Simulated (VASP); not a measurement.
Write the native input for VASP 6.6.1 that does the following.

```yaml
Task: single point
Functional: PBE
Potentials_or_basis: VASP PAW PBE potentials, release 64 (Cd, Se)
Cutoff: 520 eV
k_mesh: 13 × 13 × 13
Occupations: fermi-dirac, width 0.05 eV
Spin: no spin polarisation
Dipole_correction: no
Further_INCAR_settings: ALGO = Normal; EDIFF = 1e-06; NBANDS = 16
```

The structure of CdSe (rocksalt type) lies in POSCAR:

```
CdSe
1.0
    0.0000000000      2.8691461474      2.8691461474
    2.8691461474      0.0000000000      2.8691461474
    2.8691461474      2.8691461474      0.0000000000
Cd Se
1 1
Direct
    0.0000000000      0.0000000000      0.0000000000
    0.5000000000      0.5000000000      0.5000000000
```

These files were run (other wordings do the same):

INCAR

```
SYSTEM = CdSe
PREC = Accurate
ENCUT = 520
EDIFF = 1E-6
ISMEAR = -1
SIGMA = 0.05
LREAL = .False.
LASPH = .True.
NELM = 60
ALGO = Normal
ISIF = 2
LWAVE = .False.
LCHARG = .False.
GGA = PE
NBANDS = 16
```

KPOINTS

```
regular mesh
0
Gamma
  13 13 13
  0 0 0
```

Potentials or basis: VASP PAW PBE potentials, release 64 (Cd, Se).

The run is started by

```console
$ cat potpaw_PBE.64/Cd/POTCAR potpaw_PBE.64/Se/POTCAR > POTCAR
$ mpirun -np 1 vasp_std > vasp.out
```

It gave:

| Quantity | Value |
| --- | --- |
| Pressure | 0.3 GPa |
| Band gap on the k mesh | zero (bands 9 and 10 overlap by 0.37 eV) |

Caveat: semilocal functionals underestimate gaps, so a narrow gap can read as zero.

Run time: 90 s on 1 thread of Intel Xeon 8259CL, on a shared host, peak memory 0.21 GiB.
